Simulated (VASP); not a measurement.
A run of VASP 6.6.1 is set up as follows.

Contents of POSCAR:

```
Ag
1.0
   -1.6556540000      1.6556540000      1.6556540000
    1.6556540000     -1.6556540000      1.6556540000
    3.3113080000      3.3113080000      0.0000000000
Ag
2
Direct
   -0.0226496599     -0.0226496599      0.0000000000
    0.5226496599      0.5226496599      0.5000000000
```

File INCAR.step1:

```
SYSTEM = Ag
PREC = Accurate ; ENCUT = 520
ISMEAR = 0 ; SIGMA = 0.15
LREAL = .FALSE. ; LASPH = .TRUE.
NELM = 100 ; NBANDS = 18
GGA = PE ; ALGO = Normal
EDIFF = 1E-4 ; LWAVE = .TRUE.
LCHARG = .FALSE.
```

File INCAR.step2:

```
SYSTEM = Ag
PREC = Accurate ; ENCUT = 520
EDIFF = 1E-7 ; ISMEAR = 0
SIGMA = 0.15 ; LREAL = .FALSE.
LASPH = .TRUE. ; NELM = 100
ALGO = Normal ; ISIF = 2
LWAVE = .FALSE. ; LCHARG = .FALSE.
METAGGA = R2SCAN ; LMIXTAU = .TRUE.
NBANDS = 18 ; ISTART = 1
```

The input KPOINTS:

```
regular mesh
0
G
  18 18 10
  0 0 0
```

Potentials or basis: VASP PAW PBE potentials, release 64 (Ag).

Run with:

```bash
$ cat potpaw_PBE.64/Ag/POTCAR > POTCAR
$ cp INCAR.step1 INCAR
$ mpirun -np 1 vasp_std > vasp.out
$ cp INCAR.step2 INCAR
$ mpirun -np 1 vasp_std > vasp.out
```

Task: What does it give for the largest force?

Result: 0.283 eV/Å.

Task: Estimate the pressure.

Result: -3.2 GPa.

Stress tensor (GPa, compression positive):
```
-3.08  0.29  0.00
 0.29 -3.08  0.00
 0.00  0.00 -3.44
```

Caveat: the cell differs from its parent crystal (atoms displaced along a vibrational mode); the cell stands under tension; the PAW data sets were made with another functional, which shifts forces and pressure a little.
